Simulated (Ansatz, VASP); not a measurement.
## Cu: VASP beside Ansatz

The input INCAR:

```
ALGO     = Normal         # electronic algorithm
EDIFF    = 1E-6           # SCF threshold, eV
ENCUT    = 520            # plane-wave cutoff, eV
ISIF     = 2              # what is computed and relaxed
ISMEAR   = -1             # smearing method
LASPH    = True           # aspherical terms in the spheres
LCHARG   = False          # write CHGCAR
LREAL    = False          # projectors in reciprocal space
LWAVE    = False          # write WAVECAR
NBANDS   = 24             # bands
NELM     = 60             # most SCF steps
PREC     = Accurate       # precision mode
SIGMA    = 0.08           # smearing width, eV
```

File KPOINTS:

```
k-points
0
Gamma
  15 15 1
```

File POSCAR:

```
Cu
1.0
    2.4874897871      0.0000000000      0.0000000000
    0.0000000000      2.4874897871      0.0000000000
    0.0000000000      0.0000000000     19.5178000000
Cu
3
Direct
    0.0000000000      0.0000000000      0.4122684683
    0.5000000000      0.5000000000      0.4999998093
    0.0000000000      0.0000000000      0.5877317224
```

Input for Ansatz:

```yaml
crystal:
  lattice:
    - [2.4874897871, 0.0, 0.0]
    - [0.0, 2.4874897871, 0.0]
    - [0.0, 0.0, 19.5178]
  atoms:
    - { symbol: Cu, position: [0.0, 0.0, 0.4122684683] }
    - { symbol: Cu, position: [0.5, 0.5, 0.4999998093] }
    - { symbol: Cu, position: [0.0, 0.0, 0.5877317224] }
kpoints:
  mp_grid: { grid: [15, 15, 1] }
scf:
  occupations: { method: fermi_dirac, width: 0.08 }
hamiltonian:
  xc: lda
  pseudopotentials: { kind: paw }
output:
  forces: true
  stress: true
  eigenvalues: true
  core_levels:
    shells: { Cu: ["2p"] }
    counted_from: fermi_level
    add_spin: false
  write_density: true
  write_potential: true
  elf: true
  volumetric_format: npy
```

Alike in both runs: task single point; functional LDA; k mesh 15 × 15 × 1; occupations fermi-dirac, width 0.08 eV; no spin polarisation.

```csv
,VASP,Ansatz
version,VASP 6.6.1,Ansatz 0.2.0
potentials or method,"VASP PAW LDA potentials, release 64 (Cu)","PAW with Ansatz's default frozen-core files, scalar-relativistic"
plane-wave cutoff (eV),520,420
valence electrons in the cell,33,57
```

Ansatz gave:

| Quantity | Value |
| --- | --- |
| rms of the force components (eV/Å) | 0.003 |

Q: Estimate VASP's values.

A: rms of the force components (eV/Å): 0.022.

LDA's correlation is that of Perdew and Zunger in VASP and of Perdew and Wang (1992) in Ansatz. Atom by atom the forces differ by 0.019 eV/Å (rms over components). VASP's potentials hold 33 valence electrons a cell and Ansatz's 57, so a difference there can come from the potentials and not from the codes. Ansatz's warnings: structure snapped to symmetry, xc potential rough in thin density.
